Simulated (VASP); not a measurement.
Crystal: PtS2.

```
CELL_PARAMETERS angstrom
4.44887 0.00000 0.00000
0.00000 8.09107 0.00000
0.00000 0.00000 4.19774
ATOMIC_POSITIONS crystal
Pt 0.50000 0.00000 0.50000
Pt 0.00000 0.50000 0.50000
S 0.35205 0.26915 0.50000
S 0.64795 0.73085 0.50000
S 0.85205 0.23085 0.50000
S 0.14795 0.76915 0.50000
```

The cell was generated, and may not be a known phase.

| Property | Result |
| --- | --- |
| Program | VASP 6.6.1 |
| Task | relaxation of cell and atoms |
| Functional | PBE |
| Potentials or basis | VASP PAW PBE potentials, release 64 (Pt, S) |
| Cutoff | 600 eV |
| k mesh | 4 × 2 × 4 |
| Occupations | gaussian, width 0.1 eV |
| Spin | no spin polarisation |

At the start: pressure 3.7 GPa; volume 25.18 Å³/atom.

Where does the relaxation end?

Over 67 steps the energy falls by 587.2 meV/atom and the volume is 17.28 Å³/atom (-31.4 %); space group Pbam (No. 55, to 0.1 Å) before and after.

The path:
```tsv
step	energy change (eV)	largest force (eV/Å)	pressure (GPa)	volume (Å³)
1	0.0000	0.5352	3.66	151.10
3	-0.3927	0.4334	-2.74	161.73
5	-0.6013	0.8625	-0.03	158.09
7	-0.8623	0.2792	-0.59	152.26
9	-0.8677	0.2883	-0.77	152.97
11	-0.8959	0.3002	0.67	148.75
13	-0.9205	0.3370	-0.79	147.45
15	-0.9765	0.1986	-0.63	142.37
17	-1.0739	0.4993	0.75	120.30
19	-1.0850	0.5721	1.17	118.66
21	-1.5739	1.2986	8.10	99.19
23	-1.5605	1.2555	7.00	100.72
25	-1.5852	1.2651	7.64	99.31
27	-1.6133	1.2579	8.65	97.51
29	-1.7519	1.1297	6.59	98.22
31	-2.0528	0.8405	0.03	101.01
33	-2.1009	0.8354	-1.45	101.73
35	-2.3232	1.1069	0.86	100.14
37	-2.4869	1.3479	5.62	98.05
39	-2.7835	1.4391	4.53	99.40
41	-3.3222	0.4433	2.87	103.85
43	-3.4853	0.2095	-0.84	106.85
45	-3.4989	0.0970	0.25	105.75
47	-3.5007	0.0779	-0.20	105.97
49	-3.5048	0.0621	0.12	105.42
51	-3.5077	0.0671	0.57	104.62
53	-3.5114	0.0779	-0.21	104.88
55	-3.5123	0.0786	-1.19	105.15
57	-3.5157	0.0852	-1.32	104.64
59	-3.5181	0.0704	-0.98	104.54
61	-3.5212	0.0569	0.12	103.63
63	-3.5222	0.0521	0.06	103.60
65	-3.5223	0.0503	0.06	103.59
67	-3.5232	0.0182	-0.12	103.71
```

Final structure:
```
CELL_PARAMETERS angstrom
5.74378 0.00000 0.00000
0.00000 6.68680 0.00000
0.00000 0.00000 2.70015
ATOMIC_POSITIONS crystal
Pt 0.50000 0.00000 0.50000
Pt 0.00000 0.50000 0.50000
S 0.37248 0.34269 0.50000
S 0.62752 0.65731 0.50000
S 0.87248 0.15731 0.50000
S 0.12752 0.84269 0.50000
```

Caveat: the k points lie up to 0.58 Å⁻¹ apart in the final cell, too coarse for converged energies and pressures of a metal; the volume moved by over 15 % at a fixed basis, so the end points are rough.
